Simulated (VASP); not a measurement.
# AlB2P3 (R-3m) in VASP: a series of runs

Runs on AlB2P3. Level: PBE. Tasks: relaxation of cell and atoms, single point.

All numbers are computed with VASP 6.6.1; they aren't measurements. Logs are shortened: lines on timing, memory, paths and dates and some standing lists are left out, and cuts for length are marked.

**1. The cell of the first run**

The structure is trigonal, space group R-3m (No. 166). The conventional cell has a = 5.162 Å, b = 5.162 Å, c = 12.302 Å, α = 90.00°, β = 90.00°, γ = 120.00°. Al (site symmetry -3m) has 6 P at 2.53 Å and 6 B at 3.02 Å within 3.3 Å. B (site symmetry 3m) has 9 P at 2.95 to 3.01 Å and 3 Al at 3.02 Å and 4 B at 3.11 to 3.14 Å within 3.9 Å. P (site symmetry 2/m) has 2 Al at 2.53 Å and 4 P at 2.58 Å and 6 B at 2.95 to 3.01 Å within 3.3 Å.

**2. Relaxation of cell and atoms, PBE**

INCAR reads:

```
SYSTEM = AlB2P3
PREC = Accurate ; ENCUT = 600
EDIFF = 1E-6 ; ISMEAR = 0
SIGMA = 0.1 ; LREAL = .False.
LASPH = .True. ; NELM = 60
ALGO = Normal ; ISIF = 3
LWAVE = .False. ; LCHARG = .False.
GGA = PE ; IBRION = 2
NSW = 90 ; EDIFFG = -0.04
```

KPOINTS reads:

```
Automatic mesh
0
Gamma
  6 6 6
  0 0 0
```

POSCAR reads:

```
AlB2P3
1.0
    2.5812177100      1.4902667400      4.1005754800
   -2.5812177100      1.4902667400      4.1005754800
    0.0000000000     -2.9805334800      4.1005754800
Al B P
1 2 3
Direct
    0.0000000000      0.0000000000      0.0000000000
    0.6265190200      0.6265190200      0.6265190200
    0.3734809800      0.3734809800      0.3734809800
    0.0000000000      0.5000000000      0.0000000000
    0.5000000000      0.0000000000      0.0000000000
    0.0000000000      0.0000000000      0.5000000000
```

Potentials or basis: VASP PAW PBE potentials, release 64 (Al, B, P).

The run is started by

```bash
> cat potpaw_PBE.64/Al/POTCAR potpaw_PBE.64/B/POTCAR potpaw_PBE.64/P/POTCAR > POTCAR
> mpirun -np 1 vasp_std > vasp.out
```

OUTCAR:

```text
SYSTEM = AlB2P3
   PREC = Accurate
   ENCUT = 600
   EDIFF = 1E-6
   ISMEAR = 0
   LREAL = .False.
   LASPH = .True.
   NELM = 60
   ISIF = 3
   GGA = PE
   IBRION = 2
   NSW = 90
   EDIFFG = -0.04

 ion  position               nearest neighbor table
   1  0.000  0.000  0.000-   4 2.53   5 2.53   4 2.53   5 2.53   6 2.53   6 2.53
   2  0.627  0.627  0.627-
   3  0.373  0.373  0.373-
   4  0.000  0.500  0.000-   1 2.53   1 2.53   5 2.58   5 2.58   6 2.58   6 2.58
   5  0.500  0.000  0.000-   1 2.53   1 2.53   4 2.58   4 2.58   6 2.58   6 2.58
   6  0.000  0.000  0.500-   1 2.53   1 2.53   4 2.58   5 2.58   4 2.58   5 2.58

  LATTYP: Found a trigonal (rhomboedric) cell.
 ALAT       =     5.0693489809
 COS(alpha) =     0.4814688051

  Lattice vectors:

 A1 = (   2.5812177100,   1.4902667400,   4.1005754800)
 A2 = (  -2.5812177100,   1.4902667400,   4.1005754800)
 A3 = (   0.0000000000,  -2.9805334800,   4.1005754800)

Analysis of symmetry for initial positions (statically):
=====================================================================
 Subroutine PRICEL returns:
 Original cell was already a primitive cell.

 Routine SETGRP: Setting up the symmetry group for a
 trigonal (rhombohedral) supercell.

 Subroutine GETGRP returns: Found 12 space group operations
 (whereof 12 operations were pure point group operations)
 out of a pool of 12 trial point group operations.

The static configuration has the point symmetry D_3d.

Analysis of symmetry for dynamics (positions and initial velocities):
=====================================================================
 Subroutine PRICEL returns:
 Original cell was already a primitive cell.

 Routine SETGRP: Setting up the symmetry group for a
 trigonal (rhombohedral) supercell.

 Subroutine GETGRP returns: Found 12 space group operations
 (whereof 12 operations were pure point group operations)
 out of a pool of 12 trial point group operations.

The dynamic configuration has the point symmetry D_3d.

 Subroutine INISYM returns: Found 12 space group operations
 (whereof 12 operations are pure point group operations),
 and found     1 'primitive' translations

----------------------------------------------------------------------------------------

                                     Primitive cell

  volume of cell :      94.6422

  direct lattice vectors                    reciprocal lattice vectors
     2.581217710  1.490266740  4.100575480     0.193707024  0.111836802  0.081289403
    -2.581217710  1.490266740  4.100575480    -0.193707024  0.111836802  0.081289403
     0.000000000 -2.980533480  4.100575480     0.000000000 -0.223673604  0.081289403

  length of vectors
     5.069348981  5.069348981  5.069348981     0.237987076  0.237987076  0.237987076

  position of ions in fractional coordinates (direct lattice)
     0.000000000  0.000000000  0.000000000
     0.626519020  0.626519020  0.626519020
     0.373480980  0.373480980  0.373480980
     0.000000000  0.500000000  1.000000000
     0.500000000  0.000000000  1.000000000
     1.000000000  1.000000000  0.500000000

  ion indices of the primitive-cell ions
   primitive index   ion index
                 1           1
                 2           2
                 3           3
                 4           4
                 5           5
                 6           6

----------------------------------------------------------------------------------------

 KPOINTS: Automatic mesh

Automatic generation of k-mesh.
 Grid dimensions read from file:
 generate k-points for:    6    6    6

 Generating k-lattice:

  Cartesian coordinates                     Fractional coordinates (reciprocal lattice)
     0.032284504  0.018639467  0.013548234     0.166666667  0.000000000 -0.000000000
    -0.032284504  0.018639467  0.013548234     0.000000000  0.166666667 -0.000000000
     0.000000000 -0.037278934  0.013548234    -0.000000000 -0.000000000  0.166666667

  Length of vectors
     0.039664513  0.039664513  0.039664513

  Shift w.r.t. Gamma in fractional coordinates (k-lattice)
     0.000000000  0.000000000  0.000000000

 Subroutine IBZKPT returns following result:
 ===========================================

 Found     32 irreducible k-points:

 Following reciprocal coordinates:
            Coordinates               Weight
  0.000000  0.000000  0.000000      1.000000
  0.166667  0.000000  0.000000      6.000000
  0.333333  0.000000  0.000000      6.000000
  0.500000 -0.000000  0.000000      3.000000
  0.166667  0.166667  0.000000      6.000000
  0.333333  0.166667  0.000000     12.000000
[... 16 lines left out ...]
  0.500000  0.500000  0.166667      6.000000
 -0.333333  0.500000  0.166667     12.000000
 [... further k-points ...]
   k-points           NKPTS =     32   k-points in BZ     NKDIM =     32   number of bands    NBANDS=     16
   number of dos      NEDOS =    301   number of ions     NIONS =      6
   total plane-waves  NPLWV =  64000
   dimension x,y,z NGX =    40 NGY =   40 NGZ =   40
   dimension x,y,z NGXF=    80 NGYF=   80 NGZF=   80
   ions per type =               1   2   3
   NGX,Y,Z   is equivalent  to a cutoff of  13.12, 13.12, 13.12 a.u.
   NGXF,Y,Z  is equivalent  to a cutoff of  26.24, 26.24, 26.24 a.u.
 SYSTEM =  AlB2P3
   PREC   = accura    normal or accurate (medium, high low for compatibility)
   ISTART =      0    job   : 0-new  1-cont  2-samecut
   ICHARG =      2    charge: 1-file 2-atom 10-const
   ISPIN  =      1    spin polarized calculation?
   LNONCOLLINEAR =      F non collinear calculations
   LSORBIT =      F    spin-orbit coupling
   LASPH  =      T    aspherical Exc in radial PAW
   ENCUT  =  600.0 eV  44.10 Ry    6.64 a.u.  10.12 10.12 10.12*2*pi/ulx,y,z
   NELM   =     60;   NELMIN=  2; NELMDL= -5     # of ELM steps
   EDIFF  = 0.1E-05   stopping-criterion for ELM
   LREAL  =      F    real-space projection
   EDIFFG = -.4E-01   stopping-criterion for IOM
   NSW    =     90    number of steps for IOM
   IBRION =      2    ionic relax: 0-MD 1-quasi-New 2-CG
   NFREE  =      1    steps in history (QN), initial steepest desc. (CG)
   ISIF   =      3    stress and relaxation
   ISYM   =      2    0-nonsym 1-usesym 2-fastsym
   POTIM  = 0.5000    time-step for ionic-motion
   TEBEG  =    0.0;   TEEND  =   0.0 temperature during run
   PSTRESS=    0.0 pullay stress
   NELECT =      24.0000    total number of electrons
   NUPDOWN=      -1.0000    fix difference up-down
   EMIN   =  10.00;   EMAX   =-10.00  energy-range for DOS
   EFERMI =   0.00;   METHOD = LEGACY
   ISMEAR =     0;   SIGMA  =   0.10  broadening in eV -4-tet -1-fermi 0-gaus
   EFERMI_NEDOS =   21; number of points for ismear=-14 and -15
   IALGO  =     38    algorithm
   IMIX   =      4    mixing-type and parameters
     AMIX     =   0.40;   BMIX     =  1.00
     AMIX_MAG =   1.60;   BMIX_MAG =  1.00
  volume/ion in A,a.u.               =      15.77       106.45
  Fermi-wavevector in a.u.,A,eV,Ry     =   1.036216  1.958165 14.609172  1.073744
  Thomas-Fermi vector in A             =   2.170596
   LORBIT       =      0    0 simple, 1 ext, 2 COOP (PROOUT), +10 PAW based schemes
   GGA     = PE    functional components
   LHFCALC =     F    Hartree Fock is set to
   AEXX    =    0.0000 exact exchange contribution
   IVDW    =     0    specifies the selected vdW correction
   LEPSILON=     F    determine dielectric tensor
   LRPA    =     F    only Hartree local field effects (RPA)
 conjugate gradient relaxation of ions
 non-spin polarized calculation
 Gauss-broadening in eV      SIGMA  =   0.10
  energy-cutoff  :      600.00
  volume of cell :       94.64
 maximum number of plane-waves:      3175
   NGX = 21   NGY = 21   NGZ = 21

--------------------------------------- Ionic step        1  -------------------------------------------

 number of electron      23.9999998 magnetization

 Free energy of the ion-electron system (eV)
  ---------------------------------------------------
  ext. energy  EPLUGINS =         0.00000000
  ---------------------------------------------------
  free energy    TOTEN  =       -24.49944763 eV

  energy without entropy =      -24.49192974  energy(sigma->0) =      -24.49568868

------------------------ aborting loop because EDIFF is reached ----------------------------------------

  FORCE on cell =-STRESS in cart. coord.  units (eV):
  Direction    XX          YY          ZZ          XY          YZ          ZX
  --------------------------------------------------------------------------------------
  -------------------------------------------------------------------------------------
  Total       -4.8400335     -4.8400335     -3.0441283      0.0000000      0.0000000     -0.0000000
  in kB      -81.9359036    -81.9359037    -51.5334040      0.0000000      0.0000000     -0.0000000
  external PRESSURE =     -71.8017371 kB  Pullay stress =       0.0000000 kB
[... 1019 lines left out ...]
      2      -6.4594      2.00000
      3      -4.8655      2.00000
      4      -1.9131      2.00000
      5      -0.9097      2.00000
      6       0.9343      2.00000
[... 8 lines left out ...]
     15       7.4417      0.00000
     16       7.7952      0.00000

 [... further k-points ...]

[... ionic steps 4 to 38 ...]

--------------------------------------- Ionic step       39  -------------------------------------------

 number of electron      24.0000000 magnetization

------------------------ aborting loop because EDIFF is reached ----------------------------------------

  FORCE on cell =-STRESS in cart. coord.  units (eV):
  Direction    XX          YY          ZZ          XY          YZ          ZX
  --------------------------------------------------------------------------------------
  -------------------------------------------------------------------------------------
  Total       -0.1332974     -0.1332974      0.3647944      0.0000000     -0.0000000     -0.0000000
  in kB       -2.4446931     -2.4446931      6.6903795      0.0000000     -0.0000000     -0.0000000
  external PRESSURE =       0.6003311 kB  Pullay stress =       0.0000000 kB
[... 65 lines left out ...]
  energy  without entropy=      -26.2038825345  energy(sigma->0) =      -26.21007787

--------------------------------------- Ionic step       41  -------------------------------------------

 number of electron      23.9999999 magnetization

 Free energy of the ion-electron system (eV)
  ---------------------------------------------------
  ext. energy  EPLUGINS =         0.00000000
  ---------------------------------------------------
  free energy    TOTEN  =       -26.21688605 eV

  energy without entropy =      -26.20496033  energy(sigma->0) =      -26.21092319

 E-fermi :   6.7057     XC(G=0): -10.4188

 val. band max:        6.6975193836   @ k =   0.5000   0.5000   0.1667
 cond. band min:       6.7352920517   @ k =   0.5000   0.3333   0.0000
 fundamental gap:      0.0377726681
 Fermi energy:         6.7056929152

 k-point     1 :       0.0000    0.0000    0.0000
  band No.  band energies     occupation
      1      -8.8207      2.00000
      2      -1.7218      2.00000
      3      -1.5391      2.00000
      4      -1.5391      2.00000
      5      -0.7294      2.00000
      6       0.0073      2.00000
[... 480 lines left out ...]
  FREE ENERGIE OF THE ION-ELECTRON SYSTEM (eV)
  ---------------------------------------------------
  free  energy   TOTEN  =       -26.2168860539 eV

  energy  without entropy=      -26.2049603336  energy(sigma->0) =      -26.21092319

 reached required accuracy - stopping structural energy minimisation
```

Run time: 7.2 min. Hardware: 1 thread of Intel Xeon 6975P-C (Granite Rapids), shared host; peak memory 0.28 GiB.

Results:

```
Free energy                            : -26.2169 eV
Relaxed volume                         : 14.58 Å³/atom
Relaxed cell                           : a = 5.065 Å, b = 5.065 Å, c = 5.065 Å, α = 57.91°, β = 57.91°, γ = 57.91°
Space group after relaxing (to 0.05 Å) : R-3m (No. 166)
Energy gained by relaxing              : 286.2 meV/atom
Ionic steps                            : 41
Pressure after relaxing                : -0.1 GPa
Band gap on the k mesh                 : zero (band 12 reaches 7.65 eV, above the bottom of band 13 at 5.51 eV)
```

Forces on the atoms (eV/Å):
```
Al   0.000  0.000  0.000
B    0.000  0.000  0.003
B    0.000  0.000 -0.003
P    0.000  0.000  0.000
P    0.000  0.000  0.000
P    0.000  0.000  0.000
```

Stress tensor (GPa, compression positive):
```
-0.10  0.00  0.00
 0.00 -0.10  0.00
 0.00  0.00 -0.02
```

Step by step:
```csv
step,energy change (eV),largest force (eV/Å),pressure (GPa),volume (Å³)
1,0.0000,0.0488,-7.18,94.64
3,-0.2787,0.0010,0.30,83.95
5,-0.3015,0.0615,0.15,83.83
7,-0.3016,0.0612,0.16,83.81
9,-0.3030,0.1135,-0.60,84.64
11,-0.3036,0.1258,-0.66,84.71
13,-0.3069,0.1788,-0.96,85.04
15,-0.3307,0.3735,-2.18,86.37
17,-0.5714,1.0021,-6.53,91.84
19,130.5185,595.0502,108.85,115.96
21,-1.3797,0.5817,-7.95,99.80
23,-1.3800,0.5087,-7.92,99.88
25,-1.3809,0.5072,-7.92,99.86
27,-1.3853,0.5063,-7.88,99.76
29,-1.4025,0.5003,-7.72,99.39
31,-1.4673,0.4774,-7.07,97.92
33,-1.6557,0.3756,-3.88,92.18
35,-1.7128,0.2727,-0.37,87.50
37,-1.7143,0.2040,-0.12,87.28
39,-1.7164,0.0299,0.06,87.36
41,-1.7174,0.0027,-0.07,87.48
```

Final structure:
```cif
data_structure
_symmetry_space_group_name_H-M 'P 1'
_symmetry_Int_Tables_number 1
_cell_length_a 5.0651
_cell_length_b 5.0651
_cell_length_c 5.0651
_cell_angle_alpha 57.912
_cell_angle_beta 57.912
_cell_angle_gamma 57.912
_cell_volume 87.48
loop_
_atom_site_label
_atom_site_type_symbol
_atom_site_fract_x
_atom_site_fract_y
_atom_site_fract_z
_atom_site_occupancy
Al1 Al 0.00000 0.00000 0.00000 1
B1 B 0.56583 0.56583 0.56583 1
B2 B 0.43417 0.43417 0.43417 1
P1 P 0.00000 0.50000 0.00000 1
P2 P 0.50000 0.00000 0.00000 1
P3 P 0.00000 0.00000 0.50000 1
```

**3. Single point, PBE**

This run uses another cell than the first one, of 15.02 Å³/atom, 0.952 times its volume.

INCAR reads:

```
SYSTEM = AlB2P3
PREC     = Accurate       ! precision mode
ENCUT    = 520            ! plane-wave cutoff, eV
EDIFF    = 1E-7           ! SCF threshold, eV
ISMEAR   = 0              ! smearing method
SIGMA    = 0.1            ! smearing width, eV
LREAL    = .FALSE.        ! projectors in reciprocal space
LASPH    = .TRUE.         ! aspherical terms in the spheres
NELM     = 60             ! most SCF steps
ALGO     = Normal         ! electronic algorithm
ISIF     = 2              ! what is computed and relaxed
LWAVE    = .FALSE.        ! write WAVECAR
LCHARG   = .FALSE.        ! write CHGCAR
GGA      = PE             ! functional
NBANDS   = 21             ! bands
```

KPOINTS reads:

```
Automatic mesh
0
G
  12 12 12
  0 0 0
```

POSCAR reads:

```
AlB2P3
1.0
    2.4546184126      1.4171746013      4.3171223888
   -2.4546184126      1.4171746013      4.3171223888
    0.0000000000     -2.8343492026      4.3171223888
Al B P
1 2 3
Direct
    0.0000000000      0.0000000000      0.0000000000
    0.7184472456      0.7184472456      0.7184472456
    0.2815527544      0.2815527544      0.2815527544
    0.0000000000      0.5000000000      0.0000000000
    0.5000000000      0.0000000000      0.0000000000
    0.0000000000      0.0000000000      0.5000000000
```

Potentials or basis: VASP PAW PBE potentials, release 64 (Al, B, P).

The run is started by

```bash
> cat potpaw_PBE.64/Al/POTCAR potpaw_PBE.64/B/POTCAR potpaw_PBE.64/P/POTCAR > POTCAR
> mpirun -np 1 vasp_std > vasp.out
```

It took 2.4 min on 1 thread of Intel Xeon 6975P-C (Granite Rapids), shared host; peak memory 0.46 GiB.

The run converged. Its results:

| Item | Value |
| --- | --- |
| Free energy | -27.0383 eV |
| Pressure | -0.2 GPa |
| Largest force | 0.011 eV/Å |
| Band gap on the k mesh | zero (band 12 reaches 7.24 eV, above the bottom of band 13 at 5.97 eV) |

Forces in eV/Å, atoms in the order of the input:
```
Al   0.000  0.000  0.000
B    0.000  0.000  0.011
B    0.000  0.000 -0.011
P    0.000  0.000  0.000
P    0.000  0.000  0.000
P    0.000  0.000  0.000
```

Levels at points of the mesh, in eV from the Fermi level:
```
           k point  band 8  band 9  band 10  band 11  band 12  band 13  band 14  band 15  band 16  band 17
(0.00, 0.00, 0.00)   -5.14   -4.03    -4.03    -3.58     0.05     0.05     0.10     0.90     5.22     5.22
(0.50, 0.00, 0.00)   -3.70   -2.44    -1.91    -1.85    -0.69    -0.62     0.34     2.37     2.75     3.29
(0.50, 0.50, 0.00)   -2.94   -1.79    -1.33    -1.12    -0.35     0.01     0.22     0.67     0.67     2.92
(0.50, 0.50, 0.50)   -3.42   -2.88    -2.88    -0.93     0.66     1.94     1.94     2.37     2.74     3.06
```
